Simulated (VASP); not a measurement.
Crystal: Ga.

```
Ga
1.0
     2.77842    0.00000    0.00000
     0.00000    3.28161    0.00000
    -1.34343    0.00000    3.99027
Ga
2
Direct
  0.13460 0.75000 0.77017
  0.86540 0.25000 0.22983
```

| Quantity | Value |
| --- | --- |
| Program | VASP 6.6.1 |
| Task | relaxation of cell and atoms |
| Functional | LDA |
| Potentials or basis | VASP PAW LDA potentials, release 64 (Ga_d) |
| Cutoff | 600 eV |
| k mesh | 7 × 6 × 5 |
| Occupations | fermi-dirac, width 0.05 eV |
| Spin | no spin polarisation |

At the start: pressure -2.7 GPa; volume 18.19 Å³/atom.

**Question.** Where does the relaxation end?

**Answer.** Over 34 steps the energy falls by 19.8 meV/atom and the volume is 17.40 Å³/atom (-4.4 %); space group Cmcm (No. 63, to 0.1 Å) before, P2_1/m (No. 11, to 0.1 Å).

Step by step:
```
step  energy change (eV)  largest force (eV/Å)  pressure (GPa)  volume (Å³)
   1              0.0000                0.1304           -2.74        36.38
   2             -0.0225                0.0505           -0.18        34.77
   3             -0.0235                0.0078            1.56        33.99
   4             -0.0241                0.0268            0.68        34.32
   5             -0.0329                0.0417            1.25        34.21
   6             -0.0346                0.0846            1.53        34.13
   7             -0.0371                0.0540           -0.55        35.07
   8             -0.0377                0.0644            0.18        34.74
   9             -0.0377                0.0612           -0.18        34.81
  10             -0.0377                0.0633            0.06        34.77
  11             -0.0377                0.0620           -0.05        34.78
  12             -0.0382                0.0355           -0.08        34.78
  13             -0.0383                0.0289           -0.09        34.77
  14             -0.0383                0.0266            0.00        34.77
  15             -0.0385                0.0242            0.00        34.77
  16             -0.0386                0.0185            0.00        34.76
  17             -0.0386                0.0198            0.02        34.76
  18             -0.0387                0.0187            0.02        34.77
  19             -0.0389                0.0152            0.03        34.79
  20             -0.0389                0.0048           -0.17        34.83
  21             -0.0390                0.0108           -0.07        34.81
  22             -0.0392                0.0103           -0.03        34.79
  23             -0.0393                0.0116            0.19        34.74
  24             -0.0394                0.0108            0.07        34.80
  25             -0.0394                0.0108           -0.03        34.83
  26             -0.0395                0.0058           -0.05        34.83
  27             -0.0395                0.0013           -0.06        34.83
  28             -0.0395                0.0030           -0.07        34.83
  29             -0.0395                0.0038           -0.06        34.83
  30             -0.0395                0.0023           -0.08        34.83
  31             -0.0395                0.0013           -0.06        34.83
  32             -0.0395                0.0010           -0.07        34.83
  33             -0.0395                0.0002            0.07        34.79
  34             -0.0395                0.0018            0.00        34.79
```

Final structure:
```xyz
2
Lattice="2.7413 0.0000 -0.0293 0.0000 3.3616 0.0000 -1.3684 0.0000 3.7903" Properties=species:S:1:pos:R:3 pbc="T T T"
Ga   -0.6405    2.5212    2.9087
Ga    2.0134    0.8404    0.8522
```
